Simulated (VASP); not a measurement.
Input of a VASP 6.6.1 run:

File INCAR:

```
SYSTEM = WS2
ALGO     = Fast           ! electronic algorithm
EDIFF    = 1E-6           ! SCF threshold, eV
ENCUT    = 520            ! plane-wave cutoff, eV
GGA      = PS             ! functional
ISIF     = 2              ! what is computed and relaxed
ISMEAR   = 0              ! smearing method
LASPH    = .TRUE.         ! aspherical terms in the spheres
LCHARG   = .FALSE.        ! write CHGCAR
LREAL    = .FALSE.        ! projectors in reciprocal space
LWAVE    = .FALSE.        ! write WAVECAR
NBANDS   = 35             ! bands
NELM     = 80             ! most SCF steps
PREC     = Accurate       ! precision mode
SIGMA    = 0.05           ! smearing width, eV
```

Contents of KPOINTS:

```
k-points
0
G
  12 12 4
  0 0 0
```

POSCAR

```
WS2
1.0
    3.1744177677     -0.0274951233     -0.1445930972
   -1.6110203591      3.1296510364      0.0157636637
   -0.5683691534     -0.2565981114     12.6951412379
W S
2 4
Direct
    0.3726426068      0.7091300559      0.2461491974
    0.5982759928      0.3509123144      0.7380307877
    0.3241937222      0.7430418747      0.6009789017
    0.6718586769      0.3120461061      0.1027898631
    0.3439398165      0.5973229820      0.9192424222
    0.6890891848      0.2875466670      0.3928088278
```

Potentials or basis: VASP PAW PBE potentials, release 64 (W_sv, S).

Command:

```sh
$ cat potpaw_PBE.64/W_sv/POTCAR potpaw_PBE.64/S/POTCAR > POTCAR
$ mpirun -np 1 vasp_std > vasp.out
```

(1) Predict the pressure.

(2) Predict the largest force.

(3) Predict the band gap on the k mesh.

Answers

(1) -27.0 GPa.

(2) 4.370 eV/Å.

(3) zero (bands 26 and 27 overlap by 0.14 eV).

Caveat: the cell differs from its parent crystal (atoms moved at random and the cell strained at random); the cell stands under tension; the PAW data sets were made with another functional, which shifts forces and pressure a little; spin-orbit coupling is left out, which moves the levels of the heavy elements.
